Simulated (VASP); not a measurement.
# Na2S (Fm-3m) in VASP: notebook, part 2 of 2

VASP 6.6.1. The steps go on from the part before.

**4. Single point, HSE06**

POSCAR

```
Na2S
1.0
    0.0000000000      3.2554324508      3.2554324508
    3.2554324508      0.0000000000      3.2554324508
    3.2554324508      3.2554324508      0.0000000000
S Na
1 2
Direct
    0.0000000000      0.0000000000      0.0000000000
    0.2500000000      0.2500000000      0.2500000000
    0.7500000000      0.7500000000      0.7500000000
```

INCAR.step1

```
PREC = Accurate ; ENCUT = 400
EDIFF = 1E-5 ; ISMEAR = 0
SIGMA = 0.01 ; LREAL = F
LASPH = T ; NELM = 120
ALGO = Normal ; ISIF = 2
LWAVE = T ; NBANDS = 17
GGA = PE ; GGA_COMPAT = F
```

INCAR.step2

```
PREC = Accurate ; ENCUT = 400
EDIFF = 1E-6 ; ISMEAR = 0
SIGMA = 0.01 ; LREAL = F
LASPH = T ; NELM = 120
ALGO = Normal ; ISIF = 2
LWAVE = F ; LCHARG = T
GGA = PE ; LHFCALC = T
HFSCREEN = 0.2079 ; PRECFOCK = Normal
LELF = T ; LVHAR = T
NBANDS = 17 ; ISTART = 1
GGA_COMPAT = F
```

KPOINTS

```
Automatic mesh
0
Gamma
  4 4 4
```

Potentials or basis: VASP PAW PBE potentials, release 64 (S, Na_pv).

Launch:

```
$ cat potpaw_PBE.64/S/POTCAR potpaw_PBE.64/Na_pv/POTCAR > POTCAR
$ cp INCAR.step1 INCAR
$ mpirun -np 1 vasp_std > vasp.out
$ cp INCAR.step2 INCAR
$ mpirun -np 1 vasp_std > vasp.out
```

OUTCAR:

```text
PREC = Accurate
   ENCUT = 400
   EDIFF = 1E-6
   ISMEAR = 0
   LREAL = F
   LASPH = T
   NELM = 120
   ISIF = 2
   GGA = PE
   LHFCALC = T
   HFSCREEN = 0.2079
   PRECFOCK = Normal
   ISTART = 1

 ion  position               nearest neighbor table
   1  0.000  0.000  0.000-
   2  0.250  0.250  0.250-
   3  0.750  0.750  0.750-

  LATTYP: Found a face centered cubic cell.
 ALAT       =     6.5108649016

  Lattice vectors:

 A1 = (   0.0000000000,   3.2554324508,   3.2554324508)
 A2 = (   3.2554324508,   0.0000000000,   3.2554324508)
 A3 = (   3.2554324508,   3.2554324508,   0.0000000000)

Analysis of symmetry for initial positions (statically):
=====================================================================
 Subroutine PRICEL returns:
 Original cell was already a primitive cell.

 Routine SETGRP: Setting up the symmetry group for a
 face centered cubic supercell.

 Subroutine GETGRP returns: Found 48 space group operations
 (whereof 48 operations were pure point group operations)
 out of a pool of 48 trial point group operations.

The static configuration has the point symmetry O_h .

Analysis of symmetry for dynamics (positions and initial velocities):
=====================================================================
 Subroutine PRICEL returns:
 Original cell was already a primitive cell.

 Routine SETGRP: Setting up the symmetry group for a
 face centered cubic supercell.

 Subroutine GETGRP returns: Found 48 space group operations
 (whereof 48 operations were pure point group operations)
 out of a pool of 48 trial point group operations.

The dynamic configuration has the point symmetry O_h .

 Subroutine INISYM returns: Found 48 space group operations
[... 105 lines left out ...]
  Thomas-Fermi vector in A             =   2.219492
   LORBIT       =      0    0 simple, 1 ext, 2 COOP (PROOUT), +10 PAW based schemes
   GGA     = PE    functional components
   LHFCALC =     T    Hartree Fock is set to
   PRECFOCK=normal    Normal, Fast or Accurate (Low or Medium for compatibility)
   ENCUT4O =  -1.0   cutoff for four orbital integrals eV
   NKREDX  =     1    reduce k-point grid by
   NKREDY  =     1    reduce k-point grid by
   NKREDZ  =     1    reduce k-point grid by
   AEXX    =    0.2500 exact exchange contribution
   HFSCREEN=    0.2079 screening length (either q_TF or 0.3 A-1)
   HFSCREENC=   0.2079 screening length for correlation (either q_TF or 0.3 A-1)
   ENCUTFOCK=  -1.0 apply spherical cutoff to Coloumb kernel
   IVDW    =     0    specifies the selected vdW correction
   LEPSILON=     F    determine dielectric tensor
   LRPA    =     F    only Hartree local field effects (RPA)
 non-spin polarized calculation
 Gauss-broadening in eV      SIGMA  =   0.01
  energy-cutoff  :      400.00
  volume of cell :       69.00
 maximum number of plane-waves:      1283
  NGX = 24; NGY = 24; NGZ = 24

 number of electron      19.9999976 magnetization

 Free energy of the ion-electron system (eV)
  ---------------------------------------------------
  ext. energy  EPLUGINS =         0.00000000
  ---------------------------------------------------
  free energy    TOTEN  =       -11.50084618 eV

  energy without entropy =      -11.50084618  energy(sigma->0) =      -11.50084618

 E-fermi :  -0.4174     XC(G=0):  -6.5798

 val. band max:       -0.4734960456   @ k =   0.0000   0.0000   0.0000
 cond. band min:       3.0433170189   @ k =   0.0000   0.0000   0.0000
 fundamental gap:      3.5168130645
 Fermi energy:        -0.4174067793

 k-point     1 :       0.0000    0.0000    0.0000
  band No.  band energies     occupation
      1     -25.0009      2.00000
      2     -25.0009      2.00000
      3     -25.0009      2.00000
      4     -24.9488      2.00000
      5     -24.9488      2.00000
      6     -24.9488      2.00000
[... 137 lines left out ...]
      4     -24.9772      2.00000
      5     -24.9387      2.00000
      6     -24.9380      2.00000
[... 9 lines left out ...]
     16      11.5166      0.00000
     17      12.9735      0.00000

------------------------ aborting loop because EDIFF is reached ----------------------------------------

  FORCE on cell =-STRESS in cart. coord.  units (eV):
  Direction    XX          YY          ZZ          XY          YZ          ZX
  --------------------------------------------------------------------------------------
  -------------------------------------------------------------------------------------
  Total        0.0050743      0.0050743      0.0050743      0.0000000     -0.0000000      0.0000000
  in kB        0.1178237      0.1178237      0.1178237      0.0000000     -0.0000000      0.0000000
  external PRESSURE =       0.1178237 kB  Pullay stress =       0.0000000 kB

 VOLUME and BASIS-vectors are now :
 -----------------------------------------------------------------------------
  energy-cutoff  :      400.00
  volume of cell :       69.00
      direct lattice vectors                 reciprocal lattice vectors
     0.000000000  3.255432451  3.255432451    -0.153589426  0.153589426  0.153589426
     3.255432451  0.000000000  3.255432451     0.153589426 -0.153589426  0.153589426
     3.255432451  3.255432451  0.000000000     0.153589426  0.153589426 -0.153589426

 POSITION                                       TOTAL-FORCE (eV/Angst)
 -----------------------------------------------------------------------------------
      0.00000      0.00000      0.00000        -0.000000      0.000000     -0.000000
      1.62772      1.62772      1.62772        -0.000000     -0.000000     -0.000000
      4.88315      4.88315      4.88315         0.000000      0.000000      0.000000
 -----------------------------------------------------------------------------------
    total drift:                               -0.000001     -0.000001     -0.000002

  FREE ENERGIE OF THE ION-ELECTRON SYSTEM (eV)
  ---------------------------------------------------
  free  energy   TOTEN  =       -11.5008461777 eV

  energy  without entropy=      -11.5008461777  energy(sigma->0) =      -11.50084618
```

Wall time 2.1 min (1 thread of Intel Xeon 6975P-C (Granite Rapids), shared host); peak memory 0.26 GiB.

What came out:

```
Free energy            : -11.5008 eV
Pressure               : 0.0 GPa
Band gap on the k mesh : 3.52 eV
```

Caveat: the structure was generated, so it needn't be the stable form of Na2S; the PAW data sets were made with another functional, which shifts forces and pressure a little.
